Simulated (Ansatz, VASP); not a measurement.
# Two plane-wave programs on Be2C

```xyz
3
Lattice="0.0000 2.1207 2.1207 2.1207 0.0000 2.1207 2.1207 2.1207 0.0000" Properties=species:S:1:pos:R:3 pbc="T T T"
Be    1.0604    1.0604    1.0604
Be    3.1811    3.1811    3.1811
C     0.0000    0.0000    0.0000
```

Alike in both runs: task single point; functional PBE; k mesh 12 × 12 × 12; occupations gaussian, width 0.02 eV; no spin polarisation.

```csv
,VASP,Ansatz
version,VASP 6.6.1,Ansatz 0.2.0
potentials or method,"VASP PAW PBE potentials, release 64 (Be, C), cutoff 600 eV","scalar-relativistic, plane waves, PAW"
valence electrons in the cell,8,8
```

Ansatz gave:

- gap on the k mesh at the Fermi level (eV): 1.20
- least direct gap on the mesh (eV): 4.25
- pressure (GPa): 13.7

Question: What did VASP give for the same quantities?

Answer: gap on the k mesh at the Fermi level (eV): 1.18; least direct gap on the mesh (eV): 4.24; pressure (GPa): 14.0.
